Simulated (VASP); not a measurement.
# Zn (P6_3/mmc) in VASP: notebook

Runs on Zn. Level: PBEsol. Tasks: single point.

All numbers are computed with VASP 6.6.1; they aren't measurements. Logs are shortened: lines on timing, memory, paths and dates and some standing lists are left out, and cuts for length are marked.

## 1. The cell of the first run

It takes space group P6_3/mmc (No. 194, hexagonal). Conventional cell: a = 2.573 Å, b = 2.573 Å, c = 5.042 Å, α = 90.00°, β = 90.00°, γ = 120.00°. Zn (site symmetry -6m2) has 12 Zn at 2.57 to 2.93 Å within 3.4 Å.

## 2. Single point, PBEsol (uniaxial strain along c: +3.0 %)

Input file INCAR:

```
SYSTEM = Zn
  ALGO = Fast
  EDIFF = 1E-7
  ENCUT = 520
  GGA = PS
  ISIF = 2
  ISMEAR = 0
  LASPH = .True.
  LCHARG = .True.
  LELF = .True.
  LREAL = .False.
  LVHAR = .True.
  LWAVE = .False.
  NBANDS = 19
  NELM = 100
  PREC = Accurate
  SIGMA = 0.1
```

Input file KPOINTS:

```
k-points
0
Gamma
  24 24 12
  0 0 0
```

Input file POSCAR:

```
Zn
1.0
    2.5732577423      0.0000000000      0.0000000000
   -1.2866288712      2.2285065753      0.0000000000
    0.0000000000      0.0000000000      5.0415610217
Zn
2
Direct
    0.3333333336      0.6666666664      0.2500000000
    0.6666666664      0.3333333336      0.7500000000
```

Potentials or basis: VASP PAW PBE potentials, release 64 (Zn).

On the command line:

```bash
$ cat potpaw_PBE.64/Zn/POTCAR > POTCAR
$ mpirun -np 1 vasp_std > vasp.out
```

OUTCAR:

```text
SYSTEM = Zn
   EDIFF = 1E-7
   ENCUT = 520
   GGA = PS
   ISIF = 2
   ISMEAR = 0
   LASPH = .True.
   LREAL = .False.
   NELM = 100
   PREC = Accurate

 ion  position               nearest neighbor table
   1  0.333  0.667  0.250-   2 2.93   2 2.93   2 2.93   2 2.93   2 2.93   2 2.93
   2  0.667  0.333  0.750-   1 2.93   1 2.93   1 2.93   1 2.93   1 2.93   1 2.93

  LATTYP: Found a hexagonal cell.
 ALAT       =     2.5732577423
 C/A-ratio  =     1.9592133889

  Lattice vectors:

 A1 = (   2.5732577423,   0.0000000000,   0.0000000000)
 A2 = (  -1.2866288712,   2.2285065753,   0.0000000000)
 A3 = (   0.0000000000,   0.0000000000,   5.0415610217)

Analysis of symmetry for initial positions (statically):
=====================================================================
 Subroutine PRICEL returns:
 Original cell was already a primitive cell.

 Routine SETGRP: Setting up the symmetry group for a
 hexagonal supercell.

 Subroutine GETGRP returns: Found 24 space group operations
 (whereof 12 operations were pure point group operations)
 out of a pool of 24 trial point group operations.

The static configuration has the point symmetry D_3d.
 The point group associated with its full space group is D_6h.

Analysis of symmetry for dynamics (positions and initial velocities):
=====================================================================
 Subroutine PRICEL returns:
 Original cell was already a primitive cell.

 Routine SETGRP: Setting up the symmetry group for a
 hexagonal supercell.

 Subroutine GETGRP returns: Found 24 space group operations
 (whereof 12 operations were pure point group operations)
 out of a pool of 24 trial point group operations.

The dynamic configuration has the point symmetry D_3d.
 The point group associated with its full space group is D_6h.

 Subroutine INISYM returns: Found 24 space group operations
 (whereof 12 operations are pure point group operations),
 and found     1 'primitive' translations

----------------------------------------------------------------------------------------

                                     Primitive cell

  volume of cell :      28.9109

  direct lattice vectors                    reciprocal lattice vectors
     2.573257742  0.000000000  0.000000000     0.388612452  0.224365504  0.000000000
    -1.286628871  2.228506575  0.000000000     0.000000000  0.448731007  0.000000000
     0.000000000  0.000000000  5.041561022     0.000000000  0.000000000  0.198351264

  length of vectors
     2.573257742  2.573257742  5.041561022     0.448731007  0.448731007  0.198351264

  position of ions in fractional coordinates (direct lattice)
     0.333333334  0.666666666  0.250000000
     0.666666666  0.333333334  0.750000000

  ion indices of the primitive-cell ions
   primitive index   ion index
                 1           1
                 2           2

----------------------------------------------------------------------------------------

 KPOINTS: k-points

Automatic generation of k-mesh.
 Grid dimensions read from file:
 generate k-points for:   24   24   12

 Generating k-lattice:

  Cartesian coordinates                     Fractional coordinates (reciprocal lattice)
     0.016192185  0.009348563  0.000000000     0.041666667 -0.000000000  0.000000000
     0.000000000  0.018697125  0.000000000     0.000000000  0.041666667  0.000000000
     0.000000000  0.000000000  0.016529272     0.000000000  0.000000000  0.083333333

  Length of vectors
     0.018697125  0.018697125  0.016529272

  Shift w.r.t. Gamma in fractional coordinates (k-lattice)
     0.000000000  0.000000000  0.000000000

 Subroutine IBZKPT returns following result:
 ===========================================

 Found    427 irreducible k-points:

 Following reciprocal coordinates:
            Coordinates               Weight
  0.000000  0.000000  0.000000      1.000000
  0.041667  0.000000  0.000000      6.000000
  0.083333  0.000000  0.000000      6.000000
  0.125000  0.000000  0.000000      6.000000
  0.166667  0.000000  0.000000      6.000000
  0.208333  0.000000  0.000000      6.000000
[... 16 lines left out ...]
  0.416667  0.041667  0.000000     12.000000
  0.458333  0.041667  0.000000     12.000000
 [... further k-points ...]
   k-points           NKPTS =    427   k-points in BZ     NKDIM =    427   number of bands    NBANDS=     19
   number of dos      NEDOS =    301   number of ions     NIONS =      2
   total plane-waves  NPLWV =  16000
   dimension x,y,z NGX =    20 NGY =   20 NGZ =   40
   dimension x,y,z NGXF=    40 NGYF=   40 NGZF=   80
   ions per type =               2
   NGX,Y,Z   is equivalent  to a cutoff of  12.92, 12.92, 13.19 a.u.
   NGXF,Y,Z  is equivalent  to a cutoff of  25.84, 25.84, 26.38 a.u.
 SYSTEM =  Zn
   PREC   = accura    normal or accurate (medium, high low for compatibility)
   ISTART =      0    job   : 0-new  1-cont  2-samecut
   ICHARG =      2    charge: 1-file 2-atom 10-const
   ISPIN  =      1    spin polarized calculation?
   LNONCOLLINEAR =      F non collinear calculations
   LSORBIT =      F    spin-orbit coupling
   LASPH  =      T    aspherical Exc in radial PAW
   ENCUT  =  520.0 eV  38.22 Ry    6.18 a.u.   4.78  4.78  9.37*2*pi/ulx,y,z
   NELM   =    100;   NELMIN=  2; NELMDL= -5     # of ELM steps
   EDIFF  = 0.1E-06   stopping-criterion for ELM
   LREAL  =      F    real-space projection
   EDIFFG = 0.1E-05   stopping-criterion for IOM
   NSW    =      0    number of steps for IOM
   IBRION =     -1    ionic relax: 0-MD 1-quasi-New 2-CG
   NFREE  =      0    steps in history (QN), initial steepest desc. (CG)
   ISIF   =      2    stress and relaxation
   ISYM   =      2    0-nonsym 1-usesym 2-fastsym
   POTIM  = 0.5000    time-step for ionic-motion
   TEBEG  =    0.0;   TEEND  =   0.0 temperature during run
   PSTRESS=    0.0 pullay stress
   NELECT =      24.0000    total number of electrons
   NUPDOWN=      -1.0000    fix difference up-down
   EMIN   =  10.00;   EMAX   =-10.00  energy-range for DOS
   EFERMI =   0.00;   METHOD = LEGACY
   ISMEAR =     0;   SIGMA  =   0.10  broadening in eV -4-tet -1-fermi 0-gaus
   EFERMI_NEDOS =   21; number of points for ismear=-14 and -15
   IALGO  =     68    algorithm
   IMIX   =      4    mixing-type and parameters
     AMIX     =   0.40;   BMIX     =  1.00
     AMIX_MAG =   1.60;   BMIX_MAG =  1.00
  volume/ion in A,a.u.               =      14.46        97.55
  Fermi-wavevector in a.u.,A,eV,Ry     =   1.538596  2.907524 32.208753  2.367277
  Thomas-Fermi vector in A             =   2.644942
   LORBIT       =      0    0 simple, 1 ext, 2 COOP (PROOUT), +10 PAW based schemes
   GGA     = PS    functional components
   LHFCALC =     F    Hartree Fock is set to
   AEXX    =    0.0000 exact exchange contribution
   IVDW    =     0    specifies the selected vdW correction
   LEPSILON=     F    determine dielectric tensor
   LRPA    =     F    only Hartree local field effects (RPA)
 non-spin polarized calculation
 RMM-DIIS sequential band-by-band and
 Gauss-broadening in eV      SIGMA  =   0.10
  energy-cutoff  :      520.00
  volume of cell :       28.91
 maximum number of plane-waves:       799
 NGX is ok and might be reduce to    20
   NGX =  9   NGY =  9   NGZ = 19

 number of electron      24.0000013 magnetization

 Free energy of the ion-electron system (eV)
  ---------------------------------------------------
  ext. energy  EPLUGINS =         0.00000000
  ---------------------------------------------------
  free energy    TOTEN  =        -3.16051188 eV

  energy without entropy =       -3.15828277  energy(sigma->0) =       -3.15939732

 E-fermi :   3.1673     XC(G=0): -11.9559

 val. band max:        3.1619507249   @ k =   0.2917   0.2917   0.4167
 cond. band min:       3.1721447842   @ k =   0.1667   0.0833   0.1667
 fundamental gap:      0.0101940594
 Fermi energy:         3.1672621315

 k-point     1 :       0.0000    0.0000    0.0000
  band No.  band energies     occupation
      1      -7.5451      2.00000
      2      -5.6753      2.00000
      3      -4.8434      2.00000
      4      -4.5221      2.00000
      5      -4.5221      2.00000
      6      -4.4796      2.00000
[... 11 lines left out ...]
     18      23.7017      0.00000
     19      24.0876      0.00000

 k-point     2 :       0.0417    0.0000    0.0000
  band No.  band energies     occupation
      1      -7.4893      2.00000
      2      -5.6463      2.00000
      3      -4.8354      2.00000
      4      -4.5298      2.00000
      5      -4.5076      2.00000
      6      -4.4871      2.00000
[... 11 lines left out ...]
     18      23.0038      0.00000
     19      24.7754      0.00000

 k-point     3 :       0.0833    0.0000    0.0000
  band No.  band energies     occupation
      1      -7.3229      2.00000
      2      -5.5634      2.00000
      3      -4.8133      2.00000
      4      -4.5507      2.00000
      5      -4.5070      2.00000
      6      -4.4650      2.00000
[... 11 lines left out ...]
     18      22.3561      0.00000
     19      24.4656      0.00000

 k-point     4 :       0.1250    0.0000    0.0000
  band No.  band energies     occupation
      1      -7.0500      2.00000
      2      -5.4394      2.00000
      3      -4.7829      2.00000
      4      -4.5792      2.00000
      5      -4.5272      2.00000
      6      -4.3964      2.00000
[... 11 lines left out ...]
     18      21.5858      0.00000
     19      23.3113      0.00000

 k-point     5 :       0.1667    0.0000    0.0000
  band No.  band energies     occupation
      1      -6.6801      2.00000
      2      -5.2999      2.00000
      3      -4.7544      2.00000
      4      -4.6098      2.00000
      5      -4.5171      2.00000
      6      -4.3607      2.00000
[... 11 lines left out ...]
     18      20.5944      0.00000
     19      21.3485      0.00000

 k-point     6 :       0.2083    0.0000    0.0000
  band No.  band energies     occupation
      1      -6.2371      2.00000
      2      -5.1891      2.00000
      3      -4.7225      2.00000
      4      -4.6236      2.00000
      5      -4.5202      2.00000
      6      -4.4450      2.00000
[... 11 lines left out ...]
     18      19.5914      0.00000
     19      20.1273      0.00000

 k-point     7 :       0.2500    0.0000    0.0000
  band No.  band energies     occupation
      1      -5.7860      2.00000
      2      -5.1502      2.00000
      3      -4.6734      2.00000
      4      -4.6653      2.00000
      5      -4.5636      2.00000
      6      -4.3002      2.00000
[... 11 lines left out ...]
     18      18.6748      0.00000
     19      19.8713      0.00000

 k-point     8 :       0.2917    0.0000    0.0000
  band No.  band energies     occupation
      1      -5.4664      2.00000
      2      -5.1712      2.00000
      3      -4.7898      2.00000
      4      -4.5982      2.00000
      5      -4.4127      2.00000
      6      -4.3755      2.00000
[... 256 lines left out ...]
 k-point    20 :       0.2917    0.0417    0.0000
  band No.  band energies     occupation
      1      -5.3571      2.00000
      2      -5.1734      2.00000
      3      -4.8428      2.00000
      4      -4.5506      2.00000
      5      -4.4166      2.00000
      6      -4.3584      2.00000
[... 11 lines left out ...]
     18      19.4621      0.00000
     19      20.1113      0.00000

 k-point    21 :       0.3333    0.0417    0.0000
  band No.  band energies     occupation
      1      -5.3145      2.00000
      2      -5.2172      2.00000
      3      -4.9304      2.00000
      4      -4.4786      2.00000
      5      -4.4660      2.00000
      6      -4.2368      2.00000
[... 11 lines left out ...]
     18      19.7660      0.00000
     19      20.0448      0.00000

 k-point    22 :       0.3750    0.0417    0.0000
  band No.  band energies     occupation
      1      -5.3319      2.00000
      2      -5.2542      2.00000
      3      -4.9951      2.00000
      4      -4.5293      2.00000
      5      -4.3979      2.00000
      6      -4.2603      2.00000
[... 11 lines left out ...]
     18      19.4044      0.00000
     19      19.8160      0.00000

 k-point    23 :       0.4167    0.0417    0.0000
  band No.  band energies     occupation
      1      -5.3579      2.00000
      2      -5.2814      2.00000
      3      -5.0374      2.00000
      4      -4.5652      2.00000
      5      -4.3501      2.00000
      6      -4.2766      2.00000
[... 11 lines left out ...]
     18      19.1424      0.00000
     19      19.6742      0.00000

 k-point    24 :       0.4583    0.0417    0.0000
  band No.  band energies     occupation
      1      -5.3737      2.00000
      2      -5.2961      2.00000
      3      -5.0584      2.00000
      4      -4.5838      2.00000
      5      -4.3253      2.00000
      6      -4.2850      2.00000
[... 11 lines left out ...]
     18      19.0072      0.00000
     19      19.6041      0.00000

 [... further k-points ...]
[... 5 lines left out ...]
  --------------------------------------------------------------------------------------
  -------------------------------------------------------------------------------------
  Total        0.3080637      0.3080637     -0.3787405     -0.0000000      0.0000000     -0.0000000
  in kB       17.0721773     17.0721773    -20.9889178     -0.0000000      0.0000000     -0.0000000
  external PRESSURE =       4.3851456 kB  Pullay stress =       0.0000000 kB

 VOLUME and BASIS-vectors are now :
 -----------------------------------------------------------------------------
  energy-cutoff  :      520.00
  volume of cell :       28.91
      direct lattice vectors                 reciprocal lattice vectors
     2.573257742  0.000000000  0.000000000     0.388612452  0.224365504  0.000000000
    -1.286628871  2.228506575  0.000000000     0.000000000  0.448731007  0.000000000
     0.000000000  0.000000000  5.041561022     0.000000000  0.000000000  0.198351264

 POSITION                                       TOTAL-FORCE (eV/Angst)
 -----------------------------------------------------------------------------------
      0.00000      1.48567      1.26039         0.000000     -0.000000      0.000000
      1.28663      0.74284      3.78117        -0.000000      0.000000      0.000000
 -----------------------------------------------------------------------------------
    total drift:                               -0.000000      0.000000      0.000000

  FREE ENERGIE OF THE ION-ELECTRON SYSTEM (eV)
  ---------------------------------------------------
  free  energy   TOTEN  =        -3.1605118777 eV

  energy  without entropy=       -3.1582827702  energy(sigma->0) =       -3.15939732
```

Run time: 5 min. Hardware: 1 thread of Intel Xeon 8259CL, shared host; peak memory 0.29 GiB.

Results:

- Free energy: -3.1605 eV
- Pressure: 0.4 GPa
- Band gap on the k mesh: zero (bands 12 and 13 overlap by 5.24 eV)

Levels at points of the mesh, in eV from the Fermi level:
```csv
k point,band 8,band 9,band 10,band 11,band 12,band 13,band 14,band 15,band 16,band 17
"(0.00, 0.00, 0.00)",-7.19,-7.19,-7.02,-7.02,-4.01,-3.47,12.40,16.39,19.39,19.39
"(0.50, 0.00, 0.00)",-7.07,-6.77,-6.76,-2.70,-1.80,2.56,3.75,4.28,5.89,11.39
"(0.00, 0.00, 0.50)",-7.68,-7.10,-7.10,-7.10,-7.10,3.86,3.86,20.64,20.64,20.64
"(0.50, 0.00, 0.50)",-7.08,-6.76,-6.76,-1.82,-1.82,0.59,0.59,9.91,9.91,13.12
```

Caveat: the cell differs from its parent crystal (uniaxial strain along c: +3.0 %); the PAW data sets were made with another functional, which shifts forces and pressure a little.

## 3. Single point, PBEsol (uniaxial strain along c: +3.0 %, then relaxed in part)

Input file INCAR:

```
SYSTEM = Zn
PREC = Accurate
ENCUT = 520
EDIFF = 1E-6
ISMEAR = 0
SIGMA = 0.1
LREAL = .FALSE.
LASPH = .TRUE.
NELM = 80
ALGO = Fast
ISIF = 2
LWAVE = .FALSE.
LCHARG = .FALSE.
GGA = PS
NBANDS = 19
```

Input file KPOINTS:

```
Automatic mesh
0
G
  24 24 12
  0 0 0
```

Input file POSCAR:

```
Zn
1.0
    2.5838567872      0.0000000000      0.0000000000
   -1.2919283936      2.2376856174      0.0000000000
    0.0000000000      0.0000000000      5.0415610217
Zn
2
Direct
    0.3333333336      0.6666666664      0.2500000000
    0.6666666664      0.3333333336      0.7500000000
```

Potentials or basis: VASP PAW PBE potentials, release 64 (Zn).

On the command line:

```bash
$ cat potpaw_PBE.64/Zn/POTCAR > POTCAR
$ mpirun -np 1 vasp_std > vasp.out
```

Run time: 4.3 min. Hardware: 1 thread of Intel Xeon 8259CL, shared host; peak memory 0.3 GiB.

Results (log left out):

```yaml
Free_energy: -3.1622 eV
Pressure: -0.1 GPa
Band_gap_on_the_k_mesh: zero (bands 12 and 13 overlap by 5.17 eV)
```

Stress tensor (GPa, compression positive):
```
 0.93  0.00  0.00
 0.00  0.93  0.00
 0.00  0.00 -2.08
```

Levels at points of the mesh, in eV from the Fermi level:
```tsv
k point	band 10	band 11	band 12	band 13	band 14	band 15
(0.00, 0.00, 0.00)	-7.02	-7.02	-3.96	-3.44	12.45	16.41
(0.50, 0.00, 0.00)	-6.76	-2.70	-1.83	2.55	3.72	4.23
(0.00, 0.00, 0.50)	-7.10	-7.10	-7.10	3.90	3.90	20.41
(0.50, 0.00, 0.50)	-6.77	-1.81	-1.81	0.54	0.54	9.89
```

Caveat: the cell differs from its parent crystal (uniaxial strain along c: +3.0 %, then relaxed in part); the PAW data sets were made with another functional, which shifts forces and pressure a little.
